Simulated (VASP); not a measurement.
Here is a VASP 6.6.1 calculation.

The input INCAR:

```
PREC     = Accurate       # precision mode
ENCUT    = 560            # plane-wave cutoff, eV
EDIFF    = 1E-6           # SCF threshold, eV
ISMEAR   = 0              # smearing method
SIGMA    = 0.15           # smearing width, eV
LREAL    = F              # projectors in reciprocal space
LASPH    = T              # aspherical terms in the spheres
NELM     = 120            # most SCF steps
ALGO     = Normal         # electronic algorithm
ISIF     = 2              # what is computed and relaxed
LWAVE    = F              # write WAVECAR
LCHARG   = T              # write CHGCAR
GGA      = CA             # functional
LELF     = T              # ELF
LVHAR    = T            
NBANDS   = 24             # bands
GGA_COMPAT= F
```

The input KPOINTS:

```
regular mesh
0
Gamma
  18 18 10
```

File POSCAR:

```
Ir
1.0
    2.5159000000      0.0000000000      0.0000000000
   -1.2579500000      2.1788333134      0.0000000000
    0.0000000000      0.0000000000      4.6055000000
Ir
2
Direct
    0.6666666667      0.3333333333      0.7500000000
    0.3333333333      0.6666666667      0.2500000000
```

Potentials or basis: VASP PAW LDA potentials, release 64 (Ir_sv_GW).

Command:

```console
$ cat potpaw_LDA.64/Ir_sv_GW/POTCAR > POTCAR
$ mpirun -np 1 vasp_std > vasp.out
```

(1) Estimate the band gap on the k mesh.

(2) What does it give for the pressure?

Answers

(1) zero (bands 17 and 18 overlap by 4.39 eV).

(2) 57.8 GPa.

Caveat: the stress differs along the axes, from 5 to 84 GPa; spin-orbit coupling is left out, which moves the levels of the heavy elements.
